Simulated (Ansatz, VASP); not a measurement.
**Two plane-wave programs on CdTe**

File INCAR:

```
PREC = Accurate
ENCUT = 520
EDIFF = 1E-6
ISMEAR = 0
SIGMA = 0.05
LREAL = F
LASPH = T
NELM = 100
ALGO = Normal
ISIF = 2
LWAVE = F
LCHARG = F
LDIPOL = T
IDIPOL = 3
DIPOL = 0.5 0.5 0.500
GGA = PS
NBANDS = 36
```

Contents of KPOINTS:

```
regular mesh
0
Gamma
  6 6 1
```

POSCAR

```
CdTe
1.0
    4.5886584790      0.0000000000      0.0000000000
   -2.2943292395      3.9738948121      0.0000000000
    0.0000000000      0.0000000000     23.4299039080
Te Cd
3 3
Direct
    0.0000000000      0.0000000000      0.3201037456
    0.3333333333      0.6666666667      0.4800115273
    0.6666666667      0.3333333333      0.6399193090
    0.3333333333      0.6666666667      0.3600806910
    0.6666666667      0.3333333333      0.5199884727
    0.0000000000      0.0000000000      0.6798962544
```

Input for Ansatz:

```yaml
crystal:
  lattice:
    - [4.588658479, 0.0, 0.0]
    - [-2.2943292395, 3.9738948121, 0.0]
    - [0.0, 0.0, 23.429903908]
  atoms:
    - { symbol: Te, position: [0.0, 0.0, 0.3201037456] }
    - { symbol: Cd, position: [0.3333333333, 0.6666666667, 0.360080691] }
    - { symbol: Te, position: [0.3333333333, 0.6666666667, 0.4800115273] }
    - { symbol: Cd, position: [0.6666666667, 0.3333333333, 0.5199884727] }
    - { symbol: Te, position: [0.6666666667, 0.3333333333, 0.639919309] }
    - { symbol: Cd, position: [0.0, 0.0, 0.6798962544] }
  periodic: [true, true, false]
basis:
  ecutwfc: 420
kpoints:
  mp_grid: { grid: [6, 6, 1] }
hamiltonian:
  xc: pbesol
scf:
  occupations: { method: gaussian, width: 0.05 }
output:
  forces: true
  stress: true
  eigenvalues: true
```

Alike in both runs: task single point; functional PBEsol; k mesh 6 × 6 × 1; occupations gaussian, width 0.05 eV; no spin polarisation.

|  | VASP | Ansatz |
| --- | --- | --- |
| version | VASP 6.6.1 | Ansatz 0.2.0 |
| potentials or method | VASP PAW PBE potentials, release 64 (Te, Cd), cutoff 520 eV | scalar-relativistic, plane waves, PAW |
| valence electrons in the cell | 54 | 108 |

```tsv
	VASP	Ansatz	Ansatz less VASP
gap on the k mesh at the Fermi level (eV)	none	none	-
rms of the force components (eV/Å)	0.328	0.330	+0.0025
```

VASP's potentials were made for PBE, not for PBEsol. A gap of «none» marks a metal or a gap that the smearing closes. VASP's potentials hold 54 valence electrons a cell and Ansatz's 108, so a difference there can come from the potentials and not from the codes. Ansatz's warnings: slab cell height set.

Neither program's run includes spin-orbit coupling.
